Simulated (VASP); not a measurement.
**ZnAu: relaxation of cell and atoms with r2SCAN**

Crystal: ZnAu.

```xyz
2
Lattice="3.1470 0.0000 0.0000 0.0000 3.1470 0.0000 0.0000 0.0000 3.1470" Properties=species:S:1:pos:R:3 pbc="T T T"
Zn    1.5735    1.5735    1.5735
Au    0.0000    0.0000    0.0000
```

| Item | Value |
| --- | --- |
| Program | VASP 6.6.1 |
| Task | relaxation of cell and atoms |
| Functional | r2SCAN |
| Potentials or basis | VASP PAW PBE potentials, release 64 (Zn, Au) |
| Cutoff | 600 eV |
| k mesh | 14 × 14 × 14 |
| Occupations | gaussian, width 0.1 eV |
| Spin | no spin polarisation |
| Dipole correction | no |
| Further INCAR settings | ALGO = Normal; EDIFF = 1e-07; IBRION = 2; EDIFFG = -0.005; NSW = 100; ISIF = 3 |

The relaxed volume is 15.65 Å³/atom, the relaxed cell is a = 3.151 Å, b = 3.151 Å, c = 3.151 Å, α = 90.00°, β = 90.00°, γ = 90.00° and the space group after relaxing (to 0.05 Å) is Pm-3m (No. 221). The energy gained by relaxing is 0.1 meV/atom. The ionic steps are 4 and the pressure after relaxing is 0.0 GPa.

Step by step:
```
step  energy change (eV)  largest force (eV/Å)  pressure (GPa)  volume (Å³)
   1              0.0000                0.0000            0.56        31.17
   2              0.0002                0.0000           -0.51        31.41
   3             -0.0001                0.0000            0.17        31.26
   4             -0.0001                0.0000            0.00        31.29
```

Final structure:
```
Zn Au
1.0
     3.15128    0.00000    0.00000
     0.00000    3.15128    0.00000
     0.00000    0.00000    3.15128
Zn Au
1 1
Cartesian
  1.5756 1.5756 1.5756
  0.0000 0.0000 0.0000
```

Levels at points of the mesh, in eV from the Fermi level:
| k point | band 9 | band 10 | band 11 | band 12 | band 13 | band 14 | band 15 |
| --- | --- | --- | --- | --- | --- | --- | --- |
| (0.00, 0.00, 0.00) | -3.99 | -3.99 | -3.99 | 5.28 | 5.28 | 5.28 | 9.40 |
| (0.50, 0.00, 0.00) | -5.19 | -5.19 | -4.14 | -2.56 | 10.79 | 11.52 | 11.52 |
| (0.50, 0.50, 0.00) | -4.36 | -3.40 | -2.02 | -2.02 | 0.80 | 2.73 | 11.04 |
| (0.50, 0.50, 0.50) | -3.34 | -3.34 | 1.78 | 3.73 | 3.86 | 3.86 | 3.86 |

It took 20 min on 1 thread of AMD EPYC 7R43 64-Core Processor (Zen 3), on a shared host, peak memory 0.19 GiB.

Caveat: the PAW data sets were made with another functional, which shifts forces and pressure a little; spin-orbit coupling is left out, which moves the levels of the heavy elements. Zero-point motion and thermal expansion aren't in these numbers.
